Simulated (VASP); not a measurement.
# CdSiN2 (P-4m2) in VASP: notebook

CdSiN2 is run at these levels: PBE, LDA; tasks: single point.

Program: VASP 6.6.1. These are calculated values, not measurements. Logs are shortened: lines on timing, memory, paths and dates and some standing lists are left out, and cuts for length are marked.

## 1. The cell of the first run

It takes space group P-4m2 (No. 115, tetragonal). The conventional cell has a = 3.063 Å, b = 3.063 Å, c = 5.138 Å, α = 90.00°, β = 90.00°, γ = 90.00°. Cd (site symmetry -4m2) has 4 N at 2.25 Å within 3.0 Å. N (site symmetry 2mm) has 2 Si at 1.79 Å and 2 Cd at 2.25 Å within 2.4 Å. Within 2.4 Å of Si (site symmetry -4m2) lie 4 N at 1.79 Å.

## 2. Single point, PBE

INCAR reads:

```
  ALGO = Normal
  EDIFF = 1E-6
  ENCUT = 600
  GGA = PE
  GGA_COMPAT = F
  ISIF = 2
  ISMEAR = -1
  LASPH = T
  LCHARG = T
  LELF = T
  LREAL = F
  LVHAR = T
  LWAVE = F
  NBANDS = 25
  NELM = 120
  PREC = Accurate
  SIGMA = 0.02
```

KPOINTS reads:

```
k-points
0
Gamma
  8 8 6
```

POSCAR reads:

```
CdSiN2
1.0
    3.0629606225      0.0000000000      0.0000000000
    0.0000000000      3.0629606225      0.0000000000
    0.0000000000      0.0000000000      5.1381725337
Cd N Si
1 2 1
Direct
    0.0000000000      0.0000000000      0.0000000000
    0.0000000000      0.5000000000      0.3198118653
    0.5000000000      0.0000000000      0.6801881347
    0.5000000000      0.5000000000      0.5000000000
```

Potentials or basis: VASP PAW PBE potentials, release 64 (Cd_sv_GW, N, Si).

Command:

```console
$ cat potpaw_PBE.64/Cd_sv_GW/POTCAR potpaw_PBE.64/N/POTCAR potpaw_PBE.64/Si/POTCAR > POTCAR
$ mpirun -np 1 vasp_std > vasp.out
```

OUTCAR:

```text
EDIFF = 1E-6
   ENCUT = 600
   GGA = PE
   ISIF = 2
   ISMEAR = -1
   LASPH = T
   LREAL = F
   NELM = 120
   PREC = Accurate

 ion  position               nearest neighbor table
   1  0.000  0.000  0.000-
   2  0.000  0.500  0.320-   4 1.79   4 1.79
   3  0.500  0.000  0.680-   4 1.79   4 1.79
   4  0.500  0.500  0.500-   2 1.79   3 1.79   3 1.79   2 1.79

  LATTYP: Found a simple tetragonal cell.
 ALAT       =     3.0629606225
 C/A-ratio  =     1.6775183122

  Lattice vectors:

 A1 = (   3.0629606225,   0.0000000000,   0.0000000000)
 A2 = (   0.0000000000,   3.0629606225,   0.0000000000)
 A3 = (   0.0000000000,   0.0000000000,   5.1381725337)

Analysis of symmetry for initial positions (statically):
=====================================================================
 Subroutine PRICEL returns:
 Original cell was already a primitive cell.

 Routine SETGRP: Setting up the symmetry group for a
 simple tetragonal supercell.

 Subroutine GETGRP returns: Found  8 space group operations
 (whereof  8 operations were pure point group operations)
 out of a pool of 16 trial point group operations.

The static configuration has the point symmetry D_2d.

Analysis of symmetry for dynamics (positions and initial velocities):
=====================================================================
 Subroutine PRICEL returns:
 Original cell was already a primitive cell.

 Routine SETGRP: Setting up the symmetry group for a
 simple tetragonal supercell.

 Subroutine GETGRP returns: Found  8 space group operations
 (whereof  8 operations were pure point group operations)
 out of a pool of 16 trial point group operations.

The dynamic configuration has the point symmetry D_2d.

 Subroutine INISYM returns: Found  8 space group operations
 (whereof  8 operations are pure point group operations),
 and found     1 'primitive' translations

----------------------------------------------------------------------------------------

                                     Primitive cell

  volume of cell :      48.2049

  direct lattice vectors                    reciprocal lattice vectors
     3.062960622  0.000000000  0.000000000     0.326481507  0.000000000  0.000000000
     0.000000000  3.062960622  0.000000000     0.000000000  0.326481507  0.000000000
     0.000000000  0.000000000  5.138172534     0.000000000  0.000000000  0.194621725

[... 71 lines left out ...]
   total plane-waves  NPLWV =  24192
   dimension x,y,z NGX =    24 NGY =   24 NGZ =   42
   dimension x,y,z NGXF=    48 NGYF=   48 NGZF=   84
   ions per type =               1   2   1
   NGX,Y,Z   is equivalent  to a cutoff of  13.03, 13.03, 13.59 a.u.
   NGXF,Y,Z  is equivalent  to a cutoff of  26.05, 26.05, 27.18 a.u.
 SYSTEM =  unknown system
   PREC   = accura    normal or accurate (medium, high low for compatibility)
   ISTART =      0    job   : 0-new  1-cont  2-samecut
   ICHARG =      2    charge: 1-file 2-atom 10-const
   ISPIN  =      1    spin polarized calculation?
   LNONCOLLINEAR =      F non collinear calculations
   LSORBIT =      F    spin-orbit coupling
   LASPH  =      T    aspherical Exc in radial PAW
   ENCUT  =  600.0 eV  44.10 Ry    6.64 a.u.   6.12  6.12 10.26*2*pi/ulx,y,z
   NELM   =    120;   NELMIN=  2; NELMDL= -5     # of ELM steps
   EDIFF  = 0.1E-05   stopping-criterion for ELM
   LREAL  =      F    real-space projection
[... 7 lines left out ...]
   TEBEG  =    0.0;   TEEND  =   0.0 temperature during run
   PSTRESS=    0.0 pullay stress
   NELECT =      34.0000    total number of electrons
   NUPDOWN=      -1.0000    fix difference up-down
   EMIN   =  10.00;   EMAX   =-10.00  energy-range for DOS
   EFERMI =   0.00;   METHOD = LEGACY
   ISMEAR =    -1;   SIGMA  =   0.02  broadening in eV -4-tet -1-fermi 0-gaus
   EFERMI_NEDOS =   21; number of points for ismear=-14 and -15
   IALGO  =     38    algorithm
   IMIX   =      4    mixing-type and parameters
     AMIX     =   0.40;   BMIX     =  1.00
     AMIX_MAG =   1.60;   BMIX_MAG =  1.00
  volume/ion in A,a.u.               =      12.05        81.33
  Fermi-wavevector in a.u.,A,eV,Ry     =   1.457261  2.753824 28.893457  2.123609
  Thomas-Fermi vector in A             =   2.574083
   LORBIT       =      0    0 simple, 1 ext, 2 COOP (PROOUT), +10 PAW based schemes
   GGA     = PE    functional components
   LHFCALC =     F    Hartree Fock is set to
   AEXX    =    0.0000 exact exchange contribution
   IVDW    =     0    specifies the selected vdW correction
   LEPSILON=     F    determine dielectric tensor
   LRPA    =     F    only Hartree local field effects (RPA)
 non-spin polarized calculation
  energy-cutoff  :      600.00
  volume of cell :       48.20
 maximum number of plane-waves:      1632
   NGX = 13   NGY = 13   NGZ = 21

 number of electron      33.9999994 magnetization

 Free energy of the ion-electron system (eV)
  ---------------------------------------------------
  ext. energy  EPLUGINS =         0.00000000
  ---------------------------------------------------
  free energy    TOTEN  =       -24.42298807 eV

  energy without entropy =      -24.42298807  energy(sigma->0) =      -24.42298807

 E-fermi :   6.9791     XC(G=0): -11.4292

 val. band max:        6.5761481530   @ k =   0.5000   0.0000   0.5000
 cond. band min:       7.6108029111   @ k =   0.0000   0.0000   0.0000
 fundamental gap:      1.0346547581
 Fermi energy:         6.9790911406

 k-point     1 :       0.0000    0.0000    0.0000
  band No.  band energies     occupation
      1     -95.0262      2.00000
      2     -56.1398      2.00000
      3     -56.1398      2.00000
      4     -55.9848      2.00000
      5     -10.2136      2.00000
      6      -7.3051      2.00000
[... 661 lines left out ...]
     24      17.7520      0.00000
     25      19.9565      0.00000

 [... further k-points ...]
[... 5 lines left out ...]
  --------------------------------------------------------------------------------------
  -------------------------------------------------------------------------------------
  Total       -0.1718349     -0.1718349     -0.1406305      0.0000000      0.0000000     -0.0000000
  in kB       -5.7112403     -5.7112403     -4.6741064      0.0000000      0.0000000     -0.0000000
  external PRESSURE =      -5.3655290 kB  Pullay stress =       0.0000000 kB

 VOLUME and BASIS-vectors are now :
 -----------------------------------------------------------------------------
  energy-cutoff  :      600.00
  volume of cell :       48.20
      direct lattice vectors                 reciprocal lattice vectors
     3.062960622  0.000000000  0.000000000     0.326481507  0.000000000  0.000000000
     0.000000000  3.062960622  0.000000000     0.000000000  0.326481507  0.000000000
     0.000000000  0.000000000  5.138172534     0.000000000  0.000000000  0.194621725

 POSITION                                       TOTAL-FORCE (eV/Angst)
 -----------------------------------------------------------------------------------
      0.00000      0.00000      0.00000        -0.000000     -0.000000     -0.000000
      0.00000      1.53148      1.64325         0.000000      0.000000      0.013725
      1.53148      0.00000      3.49492         0.000000     -0.000000     -0.013725
      1.53148      1.53148      2.56909         0.000000      0.000000     -0.000000
 -----------------------------------------------------------------------------------
    total drift:                                0.000000      0.000000      0.000000

  FREE ENERGIE OF THE ION-ELECTRON SYSTEM (eV)
  ---------------------------------------------------
  free  energy   TOTEN  =       -24.4229880661 eV

  energy  without entropy=      -24.4229880661  energy(sigma->0) =      -24.42298807
```

OSZICAR:

```text
N       E                     dE             d eps       ncg     rms          rms(c)
DAV:   1     0.551953159507E+03    0.55195E+03   -0.19720E+04  3049   0.190E+03
DAV:   2     0.294782103442E+02   -0.52247E+03   -0.46892E+03  3046   0.609E+02
DAV:   3    -0.274562865074E+02   -0.56934E+02   -0.55849E+02  4799   0.221E+02
DAV:   4    -0.293119884224E+02   -0.18557E+01   -0.18513E+01  4024   0.426E+01
DAV:   5    -0.293754410490E+02   -0.63453E-01   -0.63444E-01  4557   0.769E+00    0.218E+01
DAV:   6    -0.243030865030E+02    0.50724E+01   -0.10620E+01  4952   0.714E+01    0.211E+01
DAV:   7    -0.244672444982E+02   -0.16416E+00   -0.24282E+00  3467   0.121E+01    0.144E+01
DAV:   8    -0.244798604061E+02   -0.12616E-01   -0.51709E-01  4872   0.113E+01    0.152E+00
DAV:   9    -0.244231876602E+02    0.56673E-01   -0.15058E-01  4949   0.705E+00    0.527E-01
DAV:  10    -0.244229145334E+02    0.27313E-03   -0.21059E-02  3403   0.121E+00    0.162E-01
DAV:  11    -0.244229803435E+02   -0.65810E-04   -0.14281E-03  4293   0.263E-01    0.683E-02
DAV:  12    -0.244229881558E+02   -0.78124E-05   -0.99918E-05  4330   0.159E-01    0.393E-02
DAV:  13    -0.244229882034E+02   -0.47530E-07   -0.10200E-05  3968   0.277E-02    0.149E-02
DAV:  14    -0.244229880661E+02    0.13721E-06   -0.26576E-06  3217   0.342E-02
   1 F= -.24422988E+02 E0= -.24422988E+02  d E =-.231591E-10
```

Run time: 36 s. Hardware: 1 thread of Intel Xeon Platinum 8488C (Sapphire Rapids), shared host; peak memory 0.24 GiB.

Results:

- Free energy: -24.4230 eV
- Pressure: -0.5 GPa
- Largest force: 0.014 eV/Å
- Band gap on the k mesh: 1.03 eV, indirect (least direct gap 1.07 eV)

Forces in eV/Å, atoms in the order of the input:
```
Cd   0.000  0.000  0.000
N    0.000  0.000  0.014
N    0.000  0.000 -0.014
Si   0.000  0.000  0.000
```

A k mesh can miss the band edges.

## 3. Single point, LDA

This run uses another cell than the first one, of 11.76 Å³/atom, 0.976 times its volume.

INCAR reads:

```
ALGO = Normal
EDIFF = 1E-6
ENCUT = 600
GGA_COMPAT = False
ISIF = 2
ISMEAR = 0
LASPH = True
LCHARG = False
LREAL = False
LWAVE = False
NBANDS = 25
NELM = 120
PREC = Accurate
SIGMA = 0.01
```

KPOINTS is that of step 2.

POSCAR reads:

```
CdSiN2
1.0
    3.0339884445      0.0000000000      0.0000000000
    0.0000000000      3.0339884445      0.0000000000
    0.0000000000      0.0000000000      5.1102333224
Cd N Si
1 2 1
Direct
    0.0000000000      0.0000000000      0.0000000000
    0.0000000000      0.5000000000      0.3197391382
    0.5000000000      0.0000000000      0.6802608618
    0.5000000000      0.5000000000      0.5000000000
```

Potentials or basis: VASP PAW LDA potentials, release 64 (Cd_sv_GW, N, Si).

Command:

```console
$ cat potpaw_LDA.64/Cd_sv_GW/POTCAR potpaw_LDA.64/N/POTCAR potpaw_LDA.64/Si/POTCAR > POTCAR
$ mpirun -np 1 vasp_std > vasp.out
```

Wall time 30 s (1 thread of Intel Xeon 6975P-C (Granite Rapids), shared host); peak memory 0.22 GiB.

It converged, with:

- Free energy: -27.8984 eV
- Pressure: -5.8 GPa
- Largest force: 0.201 eV/Å
- Band gap on the k mesh: 1.18 eV, indirect (least direct gap 1.21 eV)

Forces in eV/Å, atoms in the order of the input:
```
Cd   0.000  0.000  0.000
N    0.000  0.000 -0.201
N    0.000  0.000  0.201
Si   0.000  0.000  0.000
```

Stress tensor (GPa, compression positive):
```
-4.97  0.00  0.00
 0.00 -4.97  0.00
 0.00  0.00 -7.32
```

Levels at points of the mesh, in eV from the valence-band top:
| k point | band 14 | band 15 | band 16 | band 17 | band 18 | band 19 | band 20 | band 21 |
| --- | --- | --- | --- | --- | --- | --- | --- | --- |
| (0.00, 0.00, 0.00) | -3.96 | -2.55 | -0.03 | -0.03 | 1.18 | 4.29 | 6.17 | 10.58 |
| (0.50, 0.00, 0.00) | -3.32 | -3.20 | -3.14 | -0.11 | 3.99 | 5.17 | 5.33 | 9.23 |
| (0.50, 0.50, 0.00) | -3.80 | -2.50 | -2.50 | -1.70 | 2.80 | 2.80 | 6.42 | 7.17 |
| (0.00, 0.00, 0.50) | -3.60 | -3.60 | -0.48 | -0.48 | 3.56 | 3.93 | 4.23 | 7.99 |
| (0.50, 0.00, 0.50) | -3.22 | -1.89 | -1.43 | 0.00 | 3.14 | 3.86 | 6.07 | 8.85 |
| (0.50, 0.50, 0.50) | -4.29 | -3.44 | -3.44 | -1.86 | 5.46 | 5.46 | 7.34 | 7.34 |

A k mesh can miss the band edges. LDA gaps usually lie below the measured ones, often by a third to a half.
